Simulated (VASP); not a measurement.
**Pb: single point with LDA**

Pb:

```
Pb
1.0
     3.49856    0.00000    0.00000
    -1.74928    3.02985    0.00000
     0.00000    0.00000   11.36094
Pb
4
Direct
  0.00000 0.00000 0.00000
  0.00000 0.00000 0.50000
  0.33333 0.66667 0.25000
  0.66667 0.33333 0.75000
```

This isn't the form of Pb at room conditions, which is fcc.

- Program: VASP 6.6.1
- Task: single point
- Functional: LDA
- Potentials or basis: VASP PAW LDA potentials, release 64 (Pb_d)
- Cutoff: 520 eV
- k mesh: 12 × 12 × 4
- Occupations: fermi-dirac, width 0.1 eV
- Spin: no spin polarisation

| Quantity | Value |
| --- | --- |
| Pressure | -1.7 GPa |
| Band gap on the k mesh | zero (bands 28 and 29 overlap by 7.66 eV) |

Stress tensor (GPa, compression positive):
```
-1.79  0.00  0.00
 0.00 -1.79  0.00
 0.00  0.00 -1.43
```

Levels at points of the mesh, in eV from the Fermi level:
```csv
k point,band 25,band 26,band 27,band 28,band 29,band 30,band 31,band 32
"(0.00, 0.00, 0.00)",-4.24,0.79,0.80,5.46,5.46,6.28,6.28,6.32
"(0.50, 0.00, 0.00)",-4.09,-3.78,-2.35,-1.84,-0.05,0.79,1.95,3.33
"(0.00, 0.00, 0.50)",-2.53,-2.53,4.70,4.70,5.69,5.69,5.69,5.69
"(0.50, 0.00, 0.50)",-3.54,-3.54,-2.81,-2.81,1.33,1.33,2.32,2.32
```

It took 3.1 min on 1 thread of Intel(R) Xeon(R) Platinum 8259CL CPU @ 2.50GHz (Skylake/Cascade Lake) (shared host), peak memory 0.31 GiB.

Caveat: spin-orbit coupling is left out, which moves the levels of the heavy elements.
